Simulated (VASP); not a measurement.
Input of a VASP 6.6.1 run:

Contents of POSCAR:

```
Y
1.0
    1.3148972047      3.2872430118      3.2872430118
    3.2872430118      1.3148972047      3.2872430118
    3.2872430118      3.2872430118      1.3148972047
Y
1
Direct
    0.0000000000      0.0000000000      0.0000000000
```

Contents of INCAR.step1:

```
SYSTEM = Y
PREC = Accurate
ENCUT = 520
ISMEAR = 0
SIGMA = 0.15
LREAL = .False.
LASPH = .True.
NELM = 100
NBANDS = 12
GGA = PE
ALGO = Normal
EDIFF = 1E-4
LWAVE = .True.
LCHARG = .False.
```

INCAR.step2

```
SYSTEM = Y
PREC = Accurate
ENCUT = 520
EDIFF = 1E-6
ISMEAR = 0
SIGMA = 0.15
LREAL = .False.
LASPH = .True.
NELM = 100
ALGO = Normal
ISIF = 2
LWAVE = .False.
LCHARG = .False.
METAGGA = R2SCAN
LMIXTAU = .True.
NBANDS = 12
ISTART = 1
```

File KPOINTS:

```
regular mesh
0
Gamma
  18 18 18
  0 0 0
```

Potentials or basis: VASP PAW PBE potentials, release 64 (Y_sv).

Launch:

```console
$ cat potpaw_PBE.64/Y_sv/POTCAR > POTCAR
$ cp INCAR.step1 INCAR
$ mpirun -np 1 vasp_std > vasp.out
$ cp INCAR.step2 INCAR
$ mpirun -np 1 vasp_std > vasp.out
```

(1) Predict the pressure.

(2) What does it give for the band gap on the k mesh?

Answers

(1) 15.9 GPa.

(2) zero (an odd number of electrons rules out a gap without spin polarisation).

Caveat: the cell stands under pressure; the PAW data sets were made with another functional, which shifts forces and pressure a little.
